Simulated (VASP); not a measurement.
# CoSn2 (I4/mcm) in VASP: further runs, part 2 of 3

VASP 6.6.1.

## Step 3: Relaxation of cell and atoms, PBEsol, target pressure 12 GPa, at which the enthalpy is minimised

This run uses another cell than the first one, of 16.28 Å³/atom.

Input file INCAR:

```
SYSTEM = CoSn2
ALGO     = Fast           ! electronic algorithm
EDIFF    = 1E-7           ! SCF threshold, eV
EDIFFG   = -0.008         ! ionic threshold
ENCUT    = 600            ! plane-wave cutoff, eV
GGA      = PS             ! functional
IBRION   = 2              ! ionic algorithm
ISIF     = 3              ! what is computed and relaxed
ISMEAR   = 0              ! smearing method
LASPH    = .TRUE.         ! aspherical terms in the spheres
LCHARG   = .FALSE.        ! write CHGCAR
LREAL    = .FALSE.        ! projectors in reciprocal space
LWAVE    = .FALSE.        ! write WAVECAR
NELM     = 60             ! most SCF steps
NSW      = 70             ! ionic steps
PREC     = Accurate       ! precision mode
PSTRESS  = 120.0        
SIGMA    = 0.1            ! smearing width, eV
```

Input file KPOINTS:

```
k-points
0
G
  8 8 8
  0 0 0
```

Input file POSCAR:

```
CoSn2
1.0
   -3.0524380672      3.0524380672      2.6214042099
    3.0524380672     -3.0524380672      2.6214042099
    3.0524380672      3.0524380672     -2.6214042099
Co Sn
2 4
Direct
    0.2500000000      0.2500000000      0.0000000000
    0.7500000000      0.7500000000      0.0000000000
    0.6659958460      0.1659958460      0.8319916920
    0.1659958460      0.3340041540      0.5000000000
    0.3340041540      0.8340041540      0.1680083080
    0.8340041540      0.6659958460      0.5000000000
```

Potentials or basis: VASP PAW PBE potentials, release 64 (Co, Sn_d).

On the command line:

```sh
$ cat potpaw_PBE.64/Co/POTCAR potpaw_PBE.64/Sn_d/POTCAR > POTCAR
$ mpirun -np 1 vasp_std > vasp.out
```

Run time: 15 min. Hardware: 1 thread of AMD EPYC 9R45 (Zen 5), shared host; peak memory 0.39 GiB.

It converged, with:

```
Free energy                                                : -33.0059 eV
Relaxed volume                                             : 16.33 Å³/atom
Relaxed cell                                               : a = 5.056 Å, b = 5.056 Å, c = 5.056 Å, α = 105.60°, β = 105.60°, γ = 117.52°
Space group after relaxing (to 0.1 Å)                      : I4/mcm (No. 140)
Energy change on relaxing (the run minimises the enthalpy) : -4.0 meV/atom
Ionic steps                                                : 6
Pressure after relaxing                                    : 12.0 GPa
Band gap on the k mesh                                     : zero (bands 37 and 38 overlap by 1.84 eV)
```

The path:
```csv
step,energy change (eV),largest force (eV/Å),pressure (GPa),volume (Å³)
1,0.0000,0.0537,12.60,97.70
2,-0.0640,0.0104,11.01,98.56
3,-0.0286,0.0353,11.90,98.07
4,-0.0275,0.0359,11.95,98.06
5,-0.0253,0.0143,11.99,98.02
6,-0.0239,0.0003,12.01,98.00
```

Final structure:
```yaml
crystal:
  lattice:
    - [-3.05669, 3.05669, 2.62228]
    - [3.05669, -3.05669, 2.62228]
    - [3.05669, 3.05669, -2.62228]
  atoms:
    - { symbol: Co, position: [0.25000, 0.25000, 0.00000] }
    - { symbol: Co, position: [0.75000, 0.75000, 0.00000] }
    - { symbol: Sn, position: [0.66556, 0.16556, 0.83112] }
    - { symbol: Sn, position: [0.16556, 0.33444, 0.50000] }
    - { symbol: Sn, position: [0.33444, 0.83444, 0.16888] }
    - { symbol: Sn, position: [0.83444, 0.66556, 0.50000] }
```

Levels at points of the mesh, in eV from the Fermi level:
```csv
k point,band 33,band 34,band 35,band 36,band 37,band 38,band 39,band 40,band 41,band 42
"(0.00, 0.00, 0.00)",-2.23,-1.53,-1.31,-1.16,-0.67,-0.67,0.51,0.61,0.70,0.70
"(0.50, 0.00, 0.00)",-1.18,-1.18,-0.82,-0.82,0.24,0.24,2.30,2.30,3.53,3.53
"(0.50, 0.50, 0.00)",-1.64,-1.28,-1.20,-0.80,-0.66,0.83,0.99,1.79,3.32,4.00
"(0.50, 0.50, 0.50)",-1.02,-0.79,-0.79,0.29,0.58,1.75,2.77,2.77,2.91,3.33
```

Caveat: the cell is relaxed towards a set pressure, so the run minimises the enthalpy, not the energy; the PAW data sets were made with another functional, which shifts forces and pressure a little; spin-orbit coupling is left out, which moves the levels of the heavy elements; the run has no spin polarisation, though such a crystal can be magnetic.

## Step 4: Relaxation of cell and atoms, PBEsol, target pressure 4 GPa, at which the enthalpy is minimised

This run uses another cell than the first one, of 17.18 Å³/atom.

Input file INCAR:

```
SYSTEM = CoSn2
PREC = Accurate
ENCUT = 600
EDIFF = 1E-6
ISMEAR = 0
SIGMA = 0.1
LREAL = .FALSE.
LASPH = .TRUE.
NELM = 80
ALGO = Fast
ISIF = 3
LWAVE = .FALSE.
LCHARG = .FALSE.
GGA = PS
IBRION = 2
NSW = 70
EDIFFG = -0.008
PSTRESS = 40.0
```

Input file KPOINTS:

```
regular mesh
0
G
  8 8 8
  0 0 0
```

Input file POSCAR:

```
CoSn2
1.0
   -3.1069744457      3.1069744457      2.6697751583
    3.1069744457     -3.1069744457      2.6697751583
    3.1069744457      3.1069744457     -2.6697751583
Co Sn
2 4
Direct
    0.2500000000      0.2500000000      0.0000000000
    0.7500000000      0.7500000000      0.0000000000
    0.6662315288      0.1662315288      0.8324630576
    0.1662315288      0.3337684712      0.5000000000
    0.3337684712      0.8337684712      0.1675369424
    0.8337684712      0.6662315288      0.5000000000
```

Potentials or basis: VASP PAW PBE potentials, release 64 (Co, Sn_d).

On the command line:

```sh
$ cat potpaw_PBE.64/Co/POTCAR potpaw_PBE.64/Sn_d/POTCAR > POTCAR
$ mpirun -np 1 vasp_std > vasp.out
```

OUTCAR:

```text
SYSTEM = CoSn2
   PREC = Accurate
   ENCUT = 600
   EDIFF = 1E-6
   ISMEAR = 0
   LREAL = .FALSE.
   LASPH = .TRUE.
   NELM = 80
   ISIF = 3
   GGA = PS
   IBRION = 2
   NSW = 70
   EDIFFG = -0.008
   PSTRESS = 40.0

 ion  position               nearest neighbor table
   1  0.250  0.250  0.000-   2 2.67   2 2.67   5 2.67   3 2.67   6 2.67   4 2.67   6 2.67   4 2.67
                             3 2.67   5 2.67
   2  0.750  0.750  0.000-   1 2.67   1 2.67   5 2.67   3 2.67   6 2.67   6 2.67   4 2.67   4 2.67
                             5 2.67   3 2.67
   3  0.666  0.166  0.832-   1 2.67   2 2.67   1 2.67   2 2.67   5 2.92   5 3.05   5 3.05   4 3.28
                             6 3.28   6 3.28   4 3.28   4 3.38   6 3.38   6 3.38   4 3.38
   4  0.166  0.334  0.500-   2 2.67   1 2.67   1 2.67   2 2.67   6 2.92   6 3.05   6 3.05   5 3.28
                             3 3.28   5 3.28   3 3.28   3 3.38   5 3.38   5 3.38   3 3.38
   5  0.334  0.834  0.168-   1 2.67   2 2.67   1 2.67   2 2.67   3 2.92   3 3.05   3 3.05   6 3.28
                             4 3.28   6 3.28   4 3.28   6 3.38   4 3.38   4 3.38   6 3.38
   6  0.834  0.666  0.500-   1 2.67   2 2.67   2 2.67   1 2.67   4 2.92   4 3.05   4 3.05   5 3.28
                             3 3.28   5 3.28   3 3.28   3 3.38   5 3.38   3 3.38   5 3.38

  LATTYP: Found a body centered tetragonal cell.
 ALAT       =     6.2139488914
 C/A-ratio  =     0.8592845564

[... 200 lines left out ...]
  -------------------------------------------------------------------------------------
  Total        2.6301752      2.6301752      2.6187886      0.0000000     -0.0000000      0.0000000
  in kB       40.8775843     40.8775843     40.7006164      0.0000000     -0.0000000      0.0000000
  external PRESSURE =       0.8185950 kB  Pullay stress =      40.0000000 kB
[... 113 lines left out ...]
--------------------------------------- Ionic step        4  -------------------------------------------

 number of electron      73.9999980 magnetization

 Free energy of the ion-electron system (eV)
  ---------------------------------------------------
  ext. energy  EPLUGINS =         0.00000000
  ---------------------------------------------------
  free energy    TOTEN  =       -33.25993310 eV

  energy without entropy =      -33.24464028  energy(sigma->0) =      -33.25228669

 E-fermi :  11.3407     XC(G=0): -12.2677

 val. band max:       11.3180490662   @ k =  -0.2500   0.3750   0.2500
 cond. band min:      11.3447259640   @ k =  -0.2500   0.2500   0.1250
 fundamental gap:      0.0266768978
 Fermi energy:        11.3407101626

 k-point     1 :       0.0000    0.0000    0.0000
  band No.  band energies     occupation
      1     -10.2040      2.00000
      2     -10.1787      2.00000
      3     -10.1478      2.00000
      4     -10.1478      2.00000
      5     -10.1461      2.00000
      6     -10.1455      2.00000
[... 1117 lines left out ...]
     43      15.5377      0.00000
     44      15.5379      0.00000

 [... further k-points ...]

------------------------ aborting loop because EDIFF is reached ----------------------------------------

  FORCE on cell =-STRESS in cart. coord.  units (eV):
  Direction    XX          YY          ZZ          XY          YZ          ZX
  --------------------------------------------------------------------------------------
  -------------------------------------------------------------------------------------
  Total        2.5437120      2.5437120      2.5307857      0.0000000      0.0000000     -0.0000000
  in kB       39.4894089     39.4894089     39.2887358      0.0000000      0.0000000     -0.0000000
  external PRESSURE =      -0.5774821 kB  Pullay stress =      40.0000000 kB
[... 25 lines left out ...]
  energy  without entropy=      -33.2446402799  energy(sigma->0) =      -33.25228669

  enthalpy is  TOTEN    =       -30.6833313104 eV   P V=        2.5766017932

 reached required accuracy - stopping structural energy minimisation
```

It took 8.8 min on 1 thread of AMD EPYC 9R45 (Zen 5), shared host; peak memory 0.4 GiB.

What came out:

| Quantity | Value |
| --- | --- |
| Free energy | -33.2599 eV |
| Relaxed volume | 17.20 Å³/atom |
| Relaxed cell | a = 5.143 Å, b = 5.143 Å, c = 5.143 Å, α = 105.64°, β = 105.64°, γ = 117.44° |
| Space group after relaxing (to 0.1 Å) | I4/mcm (No. 140) |
| Energy change on relaxing (the run minimises the enthalpy) | -0.5 meV/atom |
| Ionic steps | 4 |
| Pressure after relaxing | 3.9 GPa |
| Largest force after relaxing | 0.007 eV/Å |
| Band gap on the k mesh | zero (bands 37 and 38 overlap by 1.76 eV) |

Forces on the atoms (eV/Å):
```
Co   0.000  0.000  0.000
Co   0.000  0.000  0.000
Sn  -0.005 -0.005  0.000
Sn   0.005 -0.005  0.000
Sn   0.005  0.005  0.000
Sn  -0.005  0.005  0.000
```

Step by step:
```
step  energy change (eV)  largest force (eV/Å)  pressure (GPa)  volume (Å³)
   1              0.0000                0.0195            4.08       103.09
   2             -0.0033                0.0055            3.91       103.22
   3             -0.0027                0.0119            3.99       103.19
   4             -0.0030                0.0073            3.94       103.20
```

Final structure:
```yaml
crystal:
  lattice:
    - [-3.10822, 3.10822, 2.67063]
    - [3.10822, -3.10822, 2.67063]
    - [3.10822, 3.10822, -2.67063]
  atoms:
    - { symbol: Co, position: [0.25000, 0.25000, 0.00000] }
    - { symbol: Co, position: [0.75000, 0.75000, 0.00000] }
    - { symbol: Sn, position: [0.66614, 0.16614, 0.83227] }
    - { symbol: Sn, position: [0.16614, 0.33386, 0.50000] }
    - { symbol: Sn, position: [0.33386, 0.83386, 0.16773] }
    - { symbol: Sn, position: [0.83386, 0.66614, 0.50000] }
```

Levels at points of the mesh, in eV from the Fermi level:
```tsv
k point	band 35	band 36	band 37	band 38	band 39	band 40
(0.00, 0.00, 0.00)	-1.21	-1.10	-0.62	-0.62	0.45	0.57
(0.50, 0.00, 0.00)	-0.76	-0.76	0.23	0.23	2.10	2.10
(0.50, 0.50, 0.00)	-1.12	-0.74	-0.62	0.77	0.90	1.56
(0.50, 0.50, 0.50)	-0.73	0.28	0.37	1.70	2.74	2.74
```

Caveat: the cell is relaxed towards a set pressure, so the run minimises the enthalpy, not the energy; the PAW data sets were made with another functional, which shifts forces and pressure a little; spin-orbit coupling is left out, which moves the levels of the heavy elements; the run has no spin polarisation, though such a crystal can be magnetic. Spin polarisation is off, so any magnetic state and its effect on volume and gap are missing.

(Continued in part 3 of 3.)

The gap in the log of VASP goes by the Fermi energy; the results here count the filled bands.